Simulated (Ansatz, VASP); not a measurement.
## Two plane-wave programs on In3P

Contents of INCAR:

```
SYSTEM = In3P
PREC = Accurate ; ENCUT = 520
EDIFF = 1E-7 ; ISMEAR = 0
SIGMA = 0.1 ; LREAL = .False.
LASPH = .True. ; NELM = 100
ALGO = Normal ; ISIF = 2
LWAVE = .False. ; LCHARG = .True.
GGA = PE ; LELF = .True.
LVHAR = .True. ; NBANDS = 30
```

The input KPOINTS:

```
regular mesh
0
Gamma
  14 14 6
  0 0 0
```

Contents of POSCAR:

```
In3P
1.0
    2.5076112209     -2.5274629947      0.0000000000
    2.5076112209      2.5274629947      0.0000000000
    0.0000000000      0.0000000000      7.7074011826
In P
3 1
Direct
    0.5000000000      0.5000000000      0.7961399318
    0.0000000000      0.0000000000      0.5000000000
    0.5000000000      0.5000000000      0.2038600682
    0.0000000000      0.0000000000      0.0000000000
```

Input for Ansatz:

```yaml
crystal:
  lattice:
    - [2.5076112209, -2.5274629947, 0.0]
    - [2.5076112209, 2.5274629947, 0.0]
    - [0.0, 0.0, 7.7074011826]
  atoms:
    - { symbol: In, position: [0.5, 0.5, 0.7961399318] }
    - { symbol: In, position: [0.0, 0.0, 0.5] }
    - { symbol: In, position: [0.5, 0.5, 0.2038600682] }
    - { symbol: P, position: [0.0, 0.0, 0.0] }
basis:
  ecutwfc: 420
kpoints:
  mp_grid: { grid: [14, 14, 6] }
  band_path:
    path:
      - [[0.0, 0.0, 0.0], [-0.5, 0.5, 0.0], [-0.49608821, 0.50391179, 0.0]]
      - [[0.49608821, 0.49608821, 0.0], [0.0, 0.0, 0.0], [0.0, 0.0, 0.5], [0.49608821, 0.49608821, 0.5]]
      - [[-0.49608821, 0.50391179, 0.5], [-0.5, 0.5, 0.5], [-0.5, 0.5, 0.0]]
      - [[0.0, 0.0, 0.0], [0.0, 0.5, 0.0], [0.0, 0.5, 0.5], [0.0, 0.0, 0.5], [-0.5, 0.5, 0.5]]
    npoints: 14
hamiltonian:
  xc: pbe
scf:
  occupations: { method: gaussian, width: 0.1 }
  n_extra_bands: 10
output:
  forces: true
  stress: true
  eigenvalues: true
  populations: true
  dos: { projected: true, de: 0.02, nscf_kmesh: { grid: [17, 17, 8] } }
  bader: true
  write_density: true
  write_potential: true
  elf: true
  volumetric_format: npy
```

Alike in both runs: task single point; functional PBE; k mesh 14 × 14 × 6; occupations gaussian, width 0.1 eV; no spin polarisation.

```csv
,VASP,Ansatz
version,VASP 6.6.1,Ansatz 0.2.0
potentials or method,"VASP PAW PBE potentials, release 64 (In_d, P), cutoff 520 eV","scalar-relativistic, plane waves, PAW"
valence electrons in the cell,44,44
```

|  | VASP | Ansatz | Ansatz less VASP |
| --- | --- | --- | --- |
| gap on the k mesh at the Fermi level (eV) | none | none | - |
| pressure (GPa) | 0.0 | 0.0 | +0.04 |

A gap of «none» marks a metal or a gap that the smearing closes. With one functional, cell and mesh, what is left measures potentials, basis and numerics.
